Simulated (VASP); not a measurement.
Wanted: the native input for a VASP 6.6.1 run.

```yaml
Task: single point
Functional: r2SCAN
Potentials_or_basis: VASP PAW PBE potentials, release 64 (Nb_sv)
Cutoff: 520 eV
k_mesh: 13 × 13 × 13
Occupations: fermi-dirac, width 0.05 eV
Spin: collinear spin, ferromagnetic start
Starting_moments: "[1.0] μB"
Dipole_correction: no
Further_INCAR_settings: ALGO = Normal; EDIFF = 1e-06; NBANDS = 16
```

Nb:

```
CELL_PARAMETERS angstrom
2.63423 0.00000 0.00000
0.00000 2.63423 0.00000
0.00000 0.00000 2.63423
ATOMIC_POSITIONS crystal
Nb 0.00000 0.00000 0.00000
```

This cell differs from its parent crystal: volume scaled by 0.92.

The input as run:

POSCAR

```
Nb
1.0
    2.6342345003      0.0000000000      0.0000000000
    0.0000000000      2.6342345003      0.0000000000
    0.0000000000      0.0000000000      2.6342345003
Nb
1
Direct
    0.0000000000      0.0000000000      0.0000000000
```

INCAR.step1

```
SYSTEM = Nb
PREC     = Accurate       ! precision mode
ENCUT    = 520            ! plane-wave cutoff, eV
ISMEAR   = -1             ! smearing method
SIGMA    = 0.05           ! smearing width, eV
LREAL    = .False.        ! projectors in reciprocal space
LASPH    = .True.         ! aspherical terms in the spheres
NELM     = 150            ! most SCF steps
ISPIN    = 2              ! spin polarisation
MAGMOM   = 1              ! initial moments
LMAXMIX  = 4              ! l up to which the mixer works
NBANDS   = 16             ! bands
GGA      = PE             ! functional
ALGO     = Normal         ! electronic algorithm
EDIFF    = 1E-4           ! SCF threshold, eV
LWAVE    = .True.         ! write WAVECAR
LCHARG   = .False.        ! write CHGCAR
```

INCAR.step2

```
SYSTEM = Nb
PREC     = Accurate       ! precision mode
ENCUT    = 520            ! plane-wave cutoff, eV
EDIFF    = 1E-6           ! SCF threshold, eV
ISMEAR   = -1             ! smearing method
SIGMA    = 0.05           ! smearing width, eV
LREAL    = .False.        ! projectors in reciprocal space
LASPH    = .True.         ! aspherical terms in the spheres
NELM     = 150            ! most SCF steps
ALGO     = Normal         ! electronic algorithm
ISIF     = 2              ! what is computed and relaxed
LWAVE    = .False.        ! write WAVECAR
LCHARG   = .False.        ! write CHGCAR
ISPIN    = 2              ! spin polarisation
MAGMOM   = 1              ! initial moments
LORBIT   = 11             ! projections on sites
LMAXMIX  = 4              ! l up to which the mixer works
METAGGA  = R2SCAN         ! meta-GGA
LMIXTAU  = .True.       
NBANDS   = 16             ! bands
ISTART   = 1
```

KPOINTS

```
regular mesh
0
Gamma
  13 13 13
  0 0 0
```

Potentials or basis: VASP PAW PBE potentials, release 64 (Nb_sv).

Command:

```bash
$ cat potpaw_PBE.64/Nb_sv/POTCAR > POTCAR
$ cp INCAR.step1 INCAR
$ mpirun -np 1 vasp_std > vasp.out
$ cp INCAR.step2 INCAR
$ mpirun -np 1 vasp_std > vasp.out
```

Results of the run:

The pressure is 12.8 GPa and the net moment is 0.00 μB per cell. The valence electrons inside the program's atomic spheres are Nb 10.94.

Caveat: the PAW data sets were made with another functional, which shifts forces and pressure a little.

Wall time 94 s on 1 thread of Intel(R) Xeon(R) Platinum 8488C (Sapphire Rapids), on a shared host, peak memory 0.16 GiB.
